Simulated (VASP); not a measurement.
Here is a VASP 6.6.1 calculation.

File INCAR:

```
SYSTEM = Ca7CrO8
ALGO     = Normal         ! electronic algorithm
EDIFF    = 1E-6           ! SCF threshold, eV
ENCUT    = 600            ! plane-wave cutoff, eV
GGA      = PS             ! functional
GGA_COMPAT= .False.      
ISIF     = 2              ! what is computed and relaxed
ISMEAR   = 0              ! smearing method
ISPIN    = 2              ! spin polarisation
LASPH    = .True.         ! aspherical terms in the spheres
LCHARG   = .False.        ! write CHGCAR
LMAXMIX  = 4              ! l up to which the mixer works
LORBIT   = 11             ! projections on sites
LREAL    = .False.        ! projectors in reciprocal space
LWAVE    = .False.        ! write WAVECAR
MAGMOM   = 4 0 0 0 0 0 0 0 0 0 0 0 0 0 0 0 ! initial moments
NBANDS   = 83             ! bands
NELM     = 200            ! most SCF steps
PREC     = Accurate       ! precision mode
SIGMA    = 0.05           ! smearing width, eV
```

KPOINTS

```
k-points
0
Gamma
  3 3 3
  0 0 0
```

File POSCAR:

```
Ca7CrO8
1.0
    0.0000000000      4.8150000000      4.8150000000
    4.8150000000      0.0000000000      4.8150000000
    4.8150000000      4.8150000000      0.0000000000
Cr Ca O
1 7 8
Direct
    0.0000000000      1.0000000000      1.0000000000
    0.0000000000      0.0000000000      0.5000000000
    0.0000000000      0.5000000000      0.0000000000
    0.0000000000      0.5000000000      0.5000000000
    0.5000000000      0.0000000000      0.0000000000
    0.5000000000      0.0000000000      0.5000000000
    0.5000000000      0.5000000000      0.0000000000
    0.5000000000      0.5000000000      0.5000000000
    0.2500000000      0.2500000000      0.2500000000
    0.2468930881      0.2468930881      0.7531069119
    0.2468930881      0.7531069119      0.2468930881
    0.2468930881      0.7531069119      0.7531069119
    0.7531069119      0.2468930881      0.2468930881
    0.7531069119      0.2468930881      0.7531069119
    0.7531069119      0.7531069119      0.2468930881
    0.7500000000      0.7500000000      0.7500000000
```

Potentials or basis: VASP PAW PBE potentials, release 64 (Cr_pv, Ca_sv, O).

Run with:

```bash
$ cat potpaw_PBE.64/Cr_pv/POTCAR potpaw_PBE.64/Ca_sv/POTCAR potpaw_PBE.64/O/POTCAR > POTCAR
$ mpirun -np 1 vasp_std > vasp.out
```

Q: Predict the net moment.

A: 4.00 μB per cell.

Q: Predict the pressure.

A: -6.6 GPa.

Q: Estimate the largest force.

A: 0.128 eV/Å.

Q: Predict the site moments.

A: Cr +3.61; Ca +0.00, +0.01 (each value once); O +0.00, -0.00 (each value once) μB.

Forces in eV/Å, atoms in the order of the input:
```
Cr   0.000  0.000  0.000
Ca   0.000  0.000  0.000
Ca   0.000  0.000  0.000
Ca   0.000  0.000  0.000
Ca   0.000  0.000  0.000
Ca   0.000  0.000  0.000
Ca   0.000  0.000  0.000
Ca   0.000  0.000  0.000
O    0.000  0.000  0.000
O    0.000  0.000 -0.128
O    0.000 -0.128  0.000
O    0.128  0.000  0.000
O   -0.128  0.000  0.000
O    0.000  0.128  0.000
O    0.000  0.000  0.128
O    0.000  0.000  0.000
```

Caveat: the k points lie up to 0.38 Å⁻¹ apart; the PAW data sets were made with another functional, which shifts forces and pressure a little; a cell with one magnetic atom can't hold antiferromagnetic order, which such compounds often take.
